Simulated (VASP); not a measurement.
Input of a VASP 6.6.1 run:

INCAR

```
  PREC = Accurate
  ENCUT = 520
  EDIFF = 1E-7
  ISMEAR = 0
  SIGMA = 0.01
  LREAL = Auto
  LASPH = True
  NELM = 60
  ALGO = Normal
  ISIF = 2
  LWAVE = False
  LCHARG = False
  GGA = PE
  IBRION = 2
  NSW = 100
  EDIFFG = -0.03
```

KPOINTS

```
regular mesh
0
Gamma
  2 2 3
```

File POSCAR:

```
AlN
1.0
    6.2595139150      0.0000000600      0.0000000000
   -3.1297570050      5.4208980350      0.0000000000
    0.0000000000      0.0000000000      5.0174032967
Al N
8 8
Direct
    0.3333333350      0.1666666650      0.4992353700
    0.1666666650      0.3333333350      0.9992353700
    0.3333333350      0.6666666650      0.4992353700
    0.1666666650      0.8333333350      0.9992353700
    0.8333333350      0.1666666650      0.4992353700
    0.6666666650      0.3333333350      0.9992353700
    0.8333333350      0.6666666650      0.4992353700
    0.6666666650      0.8333333350      0.9992353700
    0.3333333350      0.1666666650      0.8807646300
    0.1666666650      0.3333333350      0.3807646300
    0.3333333350      0.6666666650      0.8807646300
    0.1666666650      0.8333333350      0.3807646300
    0.8333333350      0.1666666650      0.8807646300
    0.6666666650      0.3333333350      0.3807646300
    0.8333333350      0.6666666650      0.8807646300
    0.6666666650      0.8333333350      0.3807646300
```

Potentials or basis: VASP PAW PBE potentials, release 64 (Al, N).

Run with:

```sh
$ cat potpaw_PBE.64/Al/POTCAR potpaw_PBE.64/N/POTCAR > POTCAR
$ mpirun -np 1 vasp_std > vasp.out
```

(1) Estimate the band gap on the k mesh.

Results:

(1) 4.04 eV.

Caveat: the k points lie up to 0.58 Å⁻¹ apart; the relaxation stopped at its first step, so nothing moved.
